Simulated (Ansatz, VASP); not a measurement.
Two plane-wave programs on BP

```
P B
1.0
     0.00000    2.31350    2.31350
     2.31350    0.00000    2.31350
     2.31350    2.31350    0.00000
P B
1 1
Cartesian
  3.4703 3.4703 3.4703
  0.0000 0.0000 0.0000
```

Alike in both runs: task single point; functional PBEsol-based screened hybrid with a share of 0.25 of exact exchange and HFSCREEN = 0.207; k mesh 5 × 5 × 5; occupations fermi-dirac, width 0.05 eV; no spin polarisation.

|  | VASP | Ansatz |
| --- | --- | --- |
| version | VASP 6.6.1 | Ansatz 0.2.0 |
| potentials or method | VASP PAW PBE potentials, release 64 (P, B) | Ansatz PAW |
| plane-wave cutoff (eV) | 520 | 420 |
| valence electrons in the cell | 8 | 8 |

VASP gave:

| Item | Value |
| --- | --- |
| gap on the k mesh at the Fermi level (eV) | 1.98 |
| least direct gap on the mesh (eV) | 4.23 |
| pressure (GPa) | -12.2 |

Task: Estimate Ansatz's values.

Result: gap on the k mesh at the Fermi level (eV): 1.99; least direct gap on the mesh (eV): 4.24; pressure (GPa): -12.0.

VASP's potentials were made for PBE, not for PBEsol-based screened hybrid. With one functional, cell and mesh, what is left measures potentials, basis and numerics.

The k mesh is coarse, so the values compare programs but aren't converged. Noted on Ansatz's run: odd divisions of the mesh miss points on the zone boundary, where band edges often lie, so the gap on the mesh can be too wide.
